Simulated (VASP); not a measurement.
Wanted: the native input for a VASP 6.6.1 run.

| Quantity | Value |
| --- | --- |
| Task | single point |
| Functional | PBE |
| Potentials or basis | VASP PAW PBE potentials, release 64 (Lu, Li_sv) |
| Cutoff | 520 eV |
| k mesh | 3 × 2 × 3 |
| Occupations | fermi-dirac, width 0.05 eV |
| Spin | no spin polarisation |
| Dipole correction | no |
| Further INCAR settings | ALGO = Normal; EDIFF = 1e-06; NBANDS = 164 |

The structure of LiLu12 (a cell with a defect) lies in POSCAR:

```
LiLu12
1.0
    7.0200000000      0.0000000000      0.0000000000
   -5.2650000000      9.1192480000      0.0000000000
    0.0000000000      0.0000000000      5.5633500000
Lu Li
12 1
Direct
   -0.0166431253     -0.0109393857     -0.0177179798
    0.1635270457      0.2270741246      0.4668179065
    0.0030001681      0.3464368106     -0.0294048552
    0.1699577276      0.5646744423      0.4916019430
    0.0521542240      0.6945915744     -0.0063545534
    0.1763317491      0.8993932335      0.4901612641
    0.5180789122      0.0054437600     -0.0135594761
    0.6704976733      0.2324381559      0.4691562404
    0.4496232206      0.2793789734     -0.0426466647
    0.6702697666      0.5620518110      0.6213056593
    0.4913112971      0.6846761180      0.0050100032
    0.6627004254      0.8881394947      0.4938177939
    0.6635432157      0.5215835873      0.1874341190
```

These files were run (other wordings do the same):

INCAR

```
PREC     = Accurate       # precision mode
ENCUT    = 520            # plane-wave cutoff, eV
EDIFF    = 1E-6           # SCF threshold, eV
ISMEAR   = -1             # smearing method
SIGMA    = 0.05           # smearing width, eV
LREAL    = F              # projectors in reciprocal space
LASPH    = T              # aspherical terms in the spheres
NELM     = 60             # most SCF steps
ALGO     = Normal         # electronic algorithm
ISIF     = 2              # what is computed and relaxed
LWAVE    = F              # write WAVECAR
LCHARG   = F              # write CHGCAR
GGA      = PE             # functional
NBANDS   = 164            # bands
KPAR     = 4
```

KPOINTS

```
regular mesh
0
Gamma
  3 2 3
```

Potentials or basis: VASP PAW PBE potentials, release 64 (Lu, Li_sv).

The run is started by

```bash
$ cat potpaw_PBE.64/Lu/POTCAR potpaw_PBE.64/Li_sv/POTCAR > POTCAR
$ mpirun -np 4 vasp_std > vasp.out
```

It gave:

```json
{
 "Largest force": "0.015 eV/Å",
 "Band gap on the k mesh": "zero (an odd number of electrons rules out a gap without spin polarisation)"
}
```

Caveat: the k points lie up to 0.38 Å⁻¹ apart, too coarse for converged energies and pressures of a metal; spin-orbit coupling is left out, which moves the levels of the heavy elements.

Wall time 13 min on 4 MPI ranks on Intel(R) Xeon(R) Platinum 8259CL CPU @ 2.50GHz (Skylake/Cascade Lake), on a shared host, peak memory 0.7 GiB a rank.
